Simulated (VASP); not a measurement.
# BN (zincblende type) (F-43m) in VASP: settings compared

Aim: see how the results for BN (zincblende type) move with the level of theory and the settings. Levels: PBE, LDA. Tasks: single point.

Everything below comes from runs of VASP 6.6.1. Logs are shortened: lines on timing, memory, paths and dates and some standing lists are left out, and cuts for length are marked.

**1. The cell of the first run**

Symmetry: F-43m, No. 216, cubic system. The conventional cell has a = 3.576 Å, b = 3.576 Å, c = 3.576 Å, α = 90.00°, β = 90.00°, γ = 90.00°. Within 2.1 Å of B (site symmetry -43m) lie 4 N at 1.55 Å. Within 2.1 Å of N (site symmetry -43m) lie 4 B at 1.55 Å.

**2. Single point, PBE (volume scaled by 0.96)**

INCAR

```
PREC = Accurate
ENCUT = 520
EDIFF = 1E-6
ISMEAR = -1
SIGMA = 0.03
LREAL = False
LASPH = True
NELM = 80
ALGO = Normal
ISIF = 2
LWAVE = False
LCHARG = False
GGA = PE
NBANDS = 11
```

KPOINTS

```
regular mesh
0
Gamma
  16 16 16
```

POSCAR

```
BN
1.0
    0.0000000000      1.7878589098      1.7878589098
    1.7878589098      0.0000000000      1.7878589098
    1.7878589098      1.7878589098      0.0000000000
B N
1 1
Direct
    0.0000000000      0.0000000000      0.0000000000
    0.2500000000      0.2500000000      0.2500000000
```

Potentials or basis: VASP PAW PBE potentials, release 64 (B, N).

Command:

```bash
$ cat potpaw_PBE.64/B/POTCAR potpaw_PBE.64/N/POTCAR > POTCAR
$ mpirun -np 1 vasp_std > vasp.out
```

OUTCAR:

```text
PREC = Accurate
   ENCUT = 520
   EDIFF = 1E-6
   ISMEAR = -1
   LREAL = False
   LASPH = True
   NELM = 80
   ISIF = 2
   GGA = PE

 ion  position               nearest neighbor table
   1  0.000  0.000  0.000-   2 1.55   2 1.55   2 1.55   2 1.55
   2  0.250  0.250  0.250-   1 1.55   1 1.55   1 1.55   1 1.55

  LATTYP: Found a face centered cubic cell.
 ALAT       =     3.5757178196

  Lattice vectors:

 A1 = (   0.0000000000,   1.7878589098,   1.7878589098)
 A2 = (   1.7878589098,   0.0000000000,   1.7878589098)
 A3 = (   1.7878589098,   1.7878589098,   0.0000000000)

Analysis of symmetry for initial positions (statically):
=====================================================================
 Subroutine PRICEL returns:
 Original cell was already a primitive cell.

 Routine SETGRP: Setting up the symmetry group for a
 face centered cubic supercell.

 Subroutine GETGRP returns: Found 24 space group operations
 (whereof 24 operations were pure point group operations)
 out of a pool of 48 trial point group operations.

The static configuration has the point symmetry T_d .

Analysis of symmetry for dynamics (positions and initial velocities):
=====================================================================
 Subroutine PRICEL returns:
 Original cell was already a primitive cell.

 Routine SETGRP: Setting up the symmetry group for a
 face centered cubic supercell.

 Subroutine GETGRP returns: Found 24 space group operations
 (whereof 24 operations were pure point group operations)
 out of a pool of 48 trial point group operations.

The dynamic configuration has the point symmetry T_d .

 Subroutine INISYM returns: Found 24 space group operations
 (whereof 24 operations are pure point group operations),
 and found     1 'primitive' translations

----------------------------------------------------------------------------------------

                                     Primitive cell

  volume of cell :      11.4296

  direct lattice vectors                    reciprocal lattice vectors
     0.000000000  1.787858910  1.787858910    -0.279664126  0.279664126  0.279664126
     1.787858910  0.000000000  1.787858910     0.279664126 -0.279664126  0.279664126
     1.787858910  1.787858910  0.000000000     0.279664126  0.279664126 -0.279664126

  length of vectors
     2.528414318  2.528414318  2.528414318     0.484392476  0.484392476  0.484392476

[... 86 lines left out ...]
   ISIF   =      2    stress and relaxation
   ISYM   =      2    0-nonsym 1-usesym 2-fastsym
   POTIM  = 0.5000    time-step for ionic-motion
   TEBEG  =    0.0;   TEEND  =   0.0 temperature during run
   PSTRESS=    0.0 pullay stress
   NELECT =       8.0000    total number of electrons
   NUPDOWN=      -1.0000    fix difference up-down
   EMIN   =  10.00;   EMAX   =-10.00  energy-range for DOS
   EFERMI =   0.00;   METHOD = LEGACY
   ISMEAR =    -1;   SIGMA  =   0.03  broadening in eV -4-tet -1-fermi 0-gaus
   EFERMI_NEDOS =   21; number of points for ismear=-14 and -15
   IALGO  =     38    algorithm
   IMIX   =      4    mixing-type and parameters
     AMIX     =   0.40;   BMIX     =  1.00
     AMIX_MAG =   1.60;   BMIX_MAG =  1.00
  volume/ion in A,a.u.               =       5.71        38.57
  Fermi-wavevector in a.u.,A,eV,Ry     =   1.453544  2.746800 28.746264  2.112791
  Thomas-Fermi vector in A             =   2.570798
   LORBIT       =      0    0 simple, 1 ext, 2 COOP (PROOUT), +10 PAW based schemes
   GGA     = PE    functional components
   LHFCALC =     F    Hartree Fock is set to
   AEXX    =    0.0000 exact exchange contribution
   IVDW    =     0    specifies the selected vdW correction
   LEPSILON=     F    determine dielectric tensor
   LRPA    =     F    only Hartree local field effects (RPA)
 non-spin polarized calculation
  energy-cutoff  :      520.00
  volume of cell :       11.43
 maximum number of plane-waves:       331
   NGX =  9   NGY =  9   NGZ =  9

 number of electron       7.9999998 magnetization

 Free energy of the ion-electron system (eV)
  ---------------------------------------------------
  ext. energy  EPLUGINS =         0.00000000
  ---------------------------------------------------
  free energy    TOTEN  =       -17.42577862 eV

  energy without entropy =      -17.42577862  energy(sigma->0) =      -17.42577862

 E-fermi :   8.3793     XC(G=0): -12.9847

 val. band max:        7.8119493468   @ k =   0.0000   0.0000   0.0000
 cond. band min:      12.3053882583   @ k =   0.5000   0.5000   0.0000
 fundamental gap:      4.4934389115
 Fermi energy:         8.3792732334

 k-point     1 :       0.0000    0.0000    0.0000
  band No.  band energies     occupation
      1     -12.7964      2.00000
      2       7.8119      2.00000
      3       7.8119      2.00000
      4       7.8119      2.00000
      5      16.7881      0.00000
      6      16.7881      0.00000
      7      16.7881      0.00000
      8      18.6999      0.00000
      9      33.1863      0.00000
     10      35.9833      0.00000
     11      35.9833      0.00000
[... 309 lines left out ...]
 k-point    24 :      -0.0625    0.0625    0.0000
  band No.  band energies     occupation
      1     -12.5363      2.00000
      2       6.6623      2.00000
      3       7.1528      2.00000
      4       7.7137      2.00000
      5      17.0049      0.00000
      6      17.0555      0.00000
      7      17.5201      0.00000
      8      19.4614      0.00000
      9      32.3453      0.00000
     10      32.4643      0.00000
     11      34.6851      0.00000

 [... further k-points ...]

------------------------ aborting loop because EDIFF is reached ----------------------------------------

  FORCE on cell =-STRESS in cart. coord.  units (eV):
  Direction    XX          YY          ZZ          XY          YZ          ZX
  --------------------------------------------------------------------------------------
  -------------------------------------------------------------------------------------
  Total        1.1924776      1.1924776      1.1924776      0.0000000     -0.0000000      0.0000000
  in kB      167.1595069    167.1595069    167.1595069      0.0000000     -0.0000000      0.0000000
  external PRESSURE =     167.1595069 kB  Pullay stress =       0.0000000 kB

 VOLUME and BASIS-vectors are now :
 -----------------------------------------------------------------------------
  energy-cutoff  :      520.00
  volume of cell :       11.43
      direct lattice vectors                 reciprocal lattice vectors
     0.000000000  1.787858910  1.787858910    -0.279664126  0.279664126  0.279664126
     1.787858910  0.000000000  1.787858910     0.279664126 -0.279664126  0.279664126
     1.787858910  1.787858910  0.000000000     0.279664126  0.279664126 -0.279664126

 POSITION                                       TOTAL-FORCE (eV/Angst)
 -----------------------------------------------------------------------------------
      0.00000      0.00000      0.00000         0.000000      0.000000      0.000000
      0.89393      0.89393      0.89393        -0.000000     -0.000000     -0.000000
 -----------------------------------------------------------------------------------
    total drift:                                0.000000      0.000000      0.000000

  FREE ENERGIE OF THE ION-ELECTRON SYSTEM (eV)
  ---------------------------------------------------
  free  energy   TOTEN  =       -17.4257786170 eV

  energy  without entropy=      -17.4257786170  energy(sigma->0) =      -17.42577862
```

OSZICAR:

```text
N       E                     dE             d eps       ncg     rms          rms(c)
DAV:   1     0.116633608525E+02    0.11663E+02   -0.49789E+03  3278   0.725E+02
DAV:   2    -0.179112411463E+02   -0.29575E+02   -0.28819E+02  3788   0.170E+02
DAV:   3    -0.184430301372E+02   -0.53179E+00   -0.53084E+00  3786   0.194E+01
DAV:   4    -0.184436119076E+02   -0.58177E-03   -0.58176E-03  3451   0.718E-01
DAV:   5    -0.184436124047E+02   -0.49711E-06   -0.49691E-06  3679   0.209E-02    0.690E+00
DAV:   6    -0.175237206303E+02    0.91989E+00   -0.28851E+00  3367   0.998E+00    0.339E+00
DAV:   7    -0.174407561168E+02    0.82965E-01   -0.11990E-01  3622   0.282E+00    0.197E+00
DAV:   8    -0.174254870458E+02    0.15269E-01   -0.36897E-02  3570   0.141E+00    0.211E-01
DAV:   9    -0.174256909775E+02   -0.20393E-03   -0.91008E-04  3349   0.260E-01    0.867E-02
DAV:  10    -0.174257736910E+02   -0.82713E-04   -0.11669E-04  3555   0.922E-02    0.155E-02
DAV:  11    -0.174257785940E+02   -0.49030E-05   -0.84212E-06  3582   0.240E-02    0.106E-02
DAV:  12    -0.174257786170E+02   -0.22941E-07   -0.14359E-06  1994   0.835E-03
   1 F= -.17425779E+02 E0= -.17425779E+02  d E =-.722834E-11
```

stdout:

```text
POSCAR found type information on POSCAR B N
 POSCAR found :  2 types and       2 ions
 scaLAPACK will be used
 LDA part: xc-table for (Slater+PW92), standard interpolation
 POSCAR, INCAR and KPOINTS ok, starting setup
 FFT: planning ... GRIDC
 FFT: planning ... GRID_SOFT
 FFT: planning ... GRID
 WAVECAR not read
 entering main loop
```

It took 12 s on 1 thread of Intel Xeon Platinum 8488C (Sapphire Rapids), shared host; peak memory 0.13 GiB.

What came out:

```
Free energy            : -17.4258 eV
Pressure               : 16.7 GPa
Band gap on the k mesh : 4.49 eV, indirect (least direct gap 8.98 eV)
```

Caveat: the cell differs from its parent crystal (volume scaled by 0.96). A k mesh can miss the band edges.

**3. Single point, PBE (volume scaled by 0.98)**

INCAR

```
SYSTEM = BN
PREC     = Accurate       ! precision mode
ENCUT    = 520            ! plane-wave cutoff, eV
EDIFF    = 1E-6           ! SCF threshold, eV
ISMEAR   = -1             ! smearing method
SIGMA    = 0.03           ! smearing width, eV
LREAL    = .False.        ! projectors in reciprocal space
LASPH    = .True.         ! aspherical terms in the spheres
NELM     = 60             ! most SCF steps
ALGO     = Normal         ! electronic algorithm
ISIF     = 2              ! what is computed and relaxed
LWAVE    = .False.        ! write WAVECAR
LCHARG   = .False.        ! write CHGCAR
GGA      = PE             ! functional
NBANDS   = 11             ! bands
```

KPOINTS

```
regular mesh
0
Gamma
  16 16 16
  0 0 0
```

POSCAR

```
BN
1.0
    0.0000000000      1.8001893609      1.8001893609
    1.8001893609      0.0000000000      1.8001893609
    1.8001893609      1.8001893609      0.0000000000
B N
1 1
Direct
    0.0000000000      0.0000000000      0.0000000000
    0.2500000000      0.2500000000      0.2500000000
```

Potentials or basis: VASP PAW PBE potentials, release 64 (B, N).

Command:

```bash
$ cat potpaw_PBE.64/B/POTCAR potpaw_PBE.64/N/POTCAR > POTCAR
$ mpirun -np 1 vasp_std > vasp.out
```

Run time: 12 s. Hardware: 1 thread of Intel Xeon Platinum 8488C (Sapphire Rapids), shared host; peak memory 0.13 GiB.

It converged, with:

* Free energy: -17.4445 eV
* Pressure: 8.1 GPa
* Band gap on the k mesh: 4.47 eV, indirect (least direct gap 8.88 eV)

Levels at points of the mesh, in eV from the valence-band top:
| k point | band 2 | band 3 | band 4 | band 5 | band 6 | band 7 |
| --- | --- | --- | --- | --- | --- | --- |
| (0.00, 0.00, 0.00) | 0.00 | 0.00 | 0.00 | 8.88 | 8.88 | 8.88 |
| (0.50, 0.00, 0.00) | -10.80 | -1.96 | -1.96 | 10.30 | 10.77 | 10.77 |
| (0.50, 0.50, 0.00) | -8.99 | -4.96 | -4.96 | 4.47 | 9.30 | 18.11 |

Caveat: the cell differs from its parent crystal (volume scaled by 0.98). A k mesh can miss the band edges.

**4. Single point, PBE (volume scaled by 1.02)**

INCAR

```
SYSTEM = BN
  PREC = Accurate
  ENCUT = 520
  EDIFF = 1E-6
  ISMEAR = -1
  SIGMA = 0.03
  LREAL = .False.
  LASPH = .True.
  NELM = 60
  ALGO = Normal
  ISIF = 2
  LWAVE = .False.
  LCHARG = .True.
  GGA = PE
  LELF = .True.
  LVHAR = .True.
  NBANDS = 11
```

KPOINTS is that of step 3.

POSCAR

```
BN
1.0
    0.0000000000      1.8243558602      1.8243558602
    1.8243558602      0.0000000000      1.8243558602
    1.8243558602      1.8243558602      0.0000000000
B N
1 1
Direct
    0.0000000000      0.0000000000      0.0000000000
    0.2500000000      0.2500000000      0.2500000000
```

Command:

```bash
$ cat potpaw_PBE.64/B/POTCAR potpaw_PBE.64/N/POTCAR > POTCAR
$ mpirun -np 1 vasp_std > vasp.out
```

Run time: 13 s. Hardware: 1 thread of Intel Xeon Platinum 8488C (Sapphire Rapids), shared host; peak memory 0.13 GiB.

Results (log left out):

| Property | Result |
| --- | --- |
| Free energy | -17.4463 eV |
| Pressure | -6.9 GPa |
| Band gap on the k mesh | 4.43 eV, indirect (least direct gap 8.69 eV) |

Levels at points of the mesh, in eV from the valence-band top:
```csv
k point,band 2,band 3,band 4,band 5,band 6,band 7
"(0.00, 0.00, 0.00)",0.00,0.00,0.00,8.69,8.69,8.69
"(0.50, 0.00, 0.00)",-10.44,-1.89,-1.89,9.78,10.55,10.55
"(0.50, 0.50, 0.00)",-8.74,-4.77,-4.77,4.43,9.07,17.49
```

Caveat: the cell differs from its parent crystal (volume scaled by 1.02). A k mesh can miss the band edges.

**5. Single point, PBE (volume scaled by 1.04)**

INCAR

```
PREC = Accurate
ENCUT = 520
EDIFF = 1E-6
ISMEAR = -1
SIGMA = 0.03
LREAL = F
LASPH = T
NELM = 60
ALGO = Normal
ISIF = 2
LWAVE = F
LCHARG = T
GGA = PE
LELF = T
LVHAR = T
NBANDS = 11
```

KPOINTS

```
Automatic mesh
0
Gamma
  16 16 16
```

POSCAR

```
BN
1.0
    0.0000000000      1.8362026587      1.8362026587
    1.8362026587      0.0000000000      1.8362026587
    1.8362026587      1.8362026587      0.0000000000
B N
1 1
Direct
    0.0000000000      0.0000000000      0.0000000000
    0.2500000000      0.2500000000      0.2500000000
```

Command:

```bash
$ cat potpaw_PBE.64/B/POTCAR potpaw_PBE.64/N/POTCAR > POTCAR
$ mpirun -np 1 vasp_std > vasp.out
```

Run time: 13 s. Hardware: 1 thread of Intel Xeon Platinum 8488C (Sapphire Rapids), shared host; peak memory 0.13 GiB.

It converged, with:

```yaml
Free_energy: -17.4315 eV
Pressure: -13.4 GPa
Band_gap_on_the_k_mesh: 4.41 eV, indirect (least direct gap 8.60 eV)
```

Levels at points of the mesh, in eV from the valence-band top:
| k point | band 2 | band 3 | band 4 | band 5 | band 6 | band 7 |
| --- | --- | --- | --- | --- | --- | --- |
| (0.00, 0.00, 0.00) | 0.00 | 0.00 | 0.00 | 8.60 | 8.60 | 8.60 |
| (0.50, 0.00, 0.00) | -10.26 | -1.85 | -1.85 | 9.54 | 10.44 | 10.44 |
| (0.50, 0.50, 0.00) | -8.61 | -4.68 | -4.68 | 4.41 | 8.96 | 17.20 |

Caveat: the cell differs from its parent crystal (volume scaled by 1.04). A k mesh can miss the band edges.

**6. Single point, LDA**

This run uses another cell than the first one, of 5.95 Å³/atom, 1.042 times its volume.

INCAR

```
PREC = Accurate
ENCUT = 600
EDIFF = 1E-6
ISMEAR = -1
SIGMA = 0.03
LREAL = F
LASPH = T
NELM = 120
ALGO = Normal
ISIF = 2
LWAVE = F
LCHARG = F
GGA = CA
NBANDS = 11
GGA_COMPAT = F
```

KPOINTS

```
regular mesh
0
Gamma
  16 16 16
```

POSCAR

```
BN
1.0
    0.0000000000      1.8123531715      1.8123531715
    1.8123531715      0.0000000000      1.8123531715
    1.8123531715      1.8123531715      0.0000000000
B N
1 1
Direct
    0.0000000000      0.0000000000      0.0000000000
    0.2500000000      0.2500000000      0.2500000000
```

Potentials or basis: VASP PAW LDA potentials, release 64 (B, N).

Command:

```bash
$ cat potpaw_LDA.64/B/POTCAR potpaw_LDA.64/N/POTCAR > POTCAR
$ mpirun -np 1 vasp_std > vasp.out
```

Run time: 20 s. Hardware: 1 thread of Intel Xeon 8259CL, shared host; peak memory 0.13 GiB.

The run converged. Its results:

```yaml
Free_energy: -19.4001 eV
Pressure: -13.2 GPa
Band_gap_on_the_k_mesh: 4.33 eV, indirect (least direct gap 8.65 eV)
```

Levels at points of the mesh, in eV from the valence-band top:
| k point | band 1 | band 2 | band 3 | band 4 | band 5 | band 6 | band 7 | band 8 |
| --- | --- | --- | --- | --- | --- | --- | --- | --- |
| (0.00, 0.00, 0.00) | -19.98 | 0.00 | 0.00 | 0.00 | 8.65 | 8.65 | 8.65 | 10.31 |
| (0.50, 0.00, 0.00) | -15.73 | -10.64 | -1.93 | -1.93 | 10.10 | 10.52 | 10.52 | 14.93 |
| (0.50, 0.50, 0.00) | -14.37 | -8.83 | -4.89 | -4.89 | 4.33 | 9.10 | 17.58 | 17.58 |

A k mesh can miss the band edges. A hybrid or GW would open this gap; LDA tends to underestimate it.

**7. Summary**

```csv
level,potentials or basis,cell,cutoff (eV),gap on the mesh (eV),pressure (GPa)
PBE,"VASP PAW PBE potentials, release 64 (B, N)","a = 2.528 Å, angles 60.0°, 2 atoms",520,4.49,16.7
PBE,"VASP PAW PBE potentials, release 64 (B, N)","a = 2.546 Å, angles 60.0°, 2 atoms",520,4.47,8.1
PBE,"VASP PAW PBE potentials, release 64 (B, N)","a = 2.580 Å, angles 60.0°, 2 atoms",520,4.43,-6.9
PBE,"VASP PAW PBE potentials, release 64 (B, N)","a = 2.597 Å, angles 60.0°, 2 atoms",520,4.41,-13.4
LDA,"VASP PAW LDA potentials, release 64 (B, N)","a = 2.563 Å, angles 60.0°, 2 atoms",600,4.33,-13.2
```

Alike in all rows: task single point; no spin polarisation; k mesh 16 × 16 × 16; smearing fermi-dirac 0.03 eV.

Absolute energies hang on the potentials; compare differences alone.
